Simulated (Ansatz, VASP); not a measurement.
## Two plane-wave programs on Al3S4I

The input INCAR:

```
SYSTEM = Al3S4I
PREC     = Accurate       ! precision mode
ENCUT    = 600            ! plane-wave cutoff, eV
EDIFF    = 1E-6           ! SCF threshold, eV
ISMEAR   = 0              ! smearing method
SIGMA    = 0.1            ! smearing width, eV
LREAL    = .FALSE.        ! projectors in reciprocal space
LASPH    = .TRUE.         ! aspherical terms in the spheres
NELM     = 100            ! most SCF steps
ALGO     = Normal         ! electronic algorithm
ISIF     = 3              ! what is computed and relaxed
LWAVE    = .FALSE.        ! write WAVECAR
LCHARG   = .FALSE.        ! write CHGCAR
GGA      = PE             ! functional
IBRION   = 2              ! ionic algorithm
NSW      = 80             ! ionic steps
EDIFFG   = -0.025         ! ionic threshold
```

The input KPOINTS:

```
Automatic mesh
0
G
  4 2 2
  0 0 0
```

The input POSCAR:

```
Al3S4I
1.0
   -3.6838290810     -0.0480582723      0.0563085806
    1.6500600036      7.4419886686     -0.0706454103
    0.1255935354     -0.3601760984     -9.4018050544
Al S I
3 4 1
Direct
    0.0647734485      0.4112340549      0.8307595524
    0.6352774205      0.6348757821      0.4932661979
   -0.0086118855      0.4050727598      0.1559222784
    0.8571919837      0.2242251657      1.0029711528
    0.5096218795      0.4121025774      0.6741523184
    0.2111605714      0.8034128498      0.5127104239
    0.5562064652      0.3916094865      0.3153023159
    0.1743801165      0.7174683538      0.0149157604
```

Input for Ansatz:

```yaml
crystal:
  lattice:
    - [-3.683829081, -0.0480582723, 0.0563085806]
    - [1.6500600036, 7.4419886686, -0.0706454103]
    - [0.1255935354, -0.3601760984, -9.4018050544]
  atoms:
    - { symbol: Al, position: [0.0647734485, 0.4112340549, 0.8307595524] }
    - { symbol: Al, position: [0.6352774205, 0.6348757821, 0.4932661979] }
    - { symbol: Al, position: [-0.0086118855, 0.4050727598, 0.1559222784] }
    - { symbol: S, position: [0.8571919837, 0.2242251657, 1.0029711528] }
    - { symbol: S, position: [0.5096218795, 0.4121025774, 0.6741523184] }
    - { symbol: S, position: [0.2111605714, 0.8034128498, 0.5127104239] }
    - { symbol: S, position: [0.5562064652, 0.3916094865, 0.3153023159] }
    - { symbol: I, position: [0.1743801165, 0.7174683538, 0.0149157604] }
basis:
  ecutwfc: 420
kpoints:
  mp_grid: { grid: [4, 2, 2] }
hamiltonian:
  xc: pbe
scf:
  occupations: { method: gaussian, width: 0.1 }
  lower_state_search: "off"
output:
  forces: true
  stress: true
  eigenvalues: true
relax:
  adjacent_minimum: "off"
  f_tol: 0.025
  max_steps: 60
  cell: { stress_tol: 0.25 }
```

Change from the starting cell: cell x1, atoms moved at random (sigma 0.1 Å) and cell strained at random (1.5 %), then relaxed without symmetry.

Alike in both runs: task relaxation of cell and atoms; functional PBE; k mesh 4 × 2 × 2; occupations gaussian, width 0.1 eV; no spin polarisation.

```csv
,VASP,Ansatz
version,VASP 6.6.1,Ansatz 0.2.0
potentials or method,"VASP PAW PBE potentials, release 64 (Al, S, I), cutoff 600 eV","scalar-relativistic, plane waves, PAW"
valence electrons in the cell,40,50
```

|  | VASP | Ansatz | Ansatz less VASP |
| --- | --- | --- | --- |
| gap on the k mesh at the Fermi level, each at its own relaxed structure (eV) | 2.36 | 2.35 | -0.006 |
| relaxed volume (Å³/atom) | 32.05 | 32.45 | +0.400 |
| relaxed length of the cell vector where the two differ most in proportion (Å) | 7.746 | 7.796 | +0.0497 |

VASP's potentials hold 40 valence electrons a cell and Ansatz's 50, so a difference there can come from the potentials and not from the codes.

The k mesh is coarse, so the values compare programs but aren't converged. Spin-orbit coupling is off throughout.
